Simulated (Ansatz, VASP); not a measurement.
## Cd: VASP beside Ansatz

```
Cd
1.0
     0.00000    2.19397    2.25415
     2.19397    0.00000    2.25415
     2.19397    2.19397    0.00000
Cd
1
Direct
  0.00000 0.00000 0.00000
```

Change from the starting cell: normal strain along x -0.0267, normal strain along y -0.0267.

Alike in both runs: task single point; functional PBE; k mesh 18 × 18 × 18; occupations gaussian, width 0.15 eV; no spin polarisation.

|  | VASP | Ansatz |
| --- | --- | --- |
| version | VASP 6.6.1 | Ansatz 0.2.0 |
| potentials or method | VASP PAW PBE potentials, release 64 (Cd), cutoff 520 eV | scalar-relativistic, plane waves, PAW |
| valence electrons in the cell | 12 | 20 |

VASP gave:

```
gap on the k mesh at the Fermi level (eV)                     : none
pressure (GPa)                                                : 2.8
traceless stress, the component that is largest in VASP (GPa) : -0.67
```

Question: Which values does Ansatz return?

Answer: gap on the k mesh at the Fermi level (eV): none; pressure (GPa): 2.5; traceless stress, the component that is largest in VASP (GPa): -0.67.

A gap of «none» marks a metal or a gap that the smearing closes. VASP's potentials hold 12 valence electrons a cell and Ansatz's 20, so a difference there can come from the potentials and not from the codes.
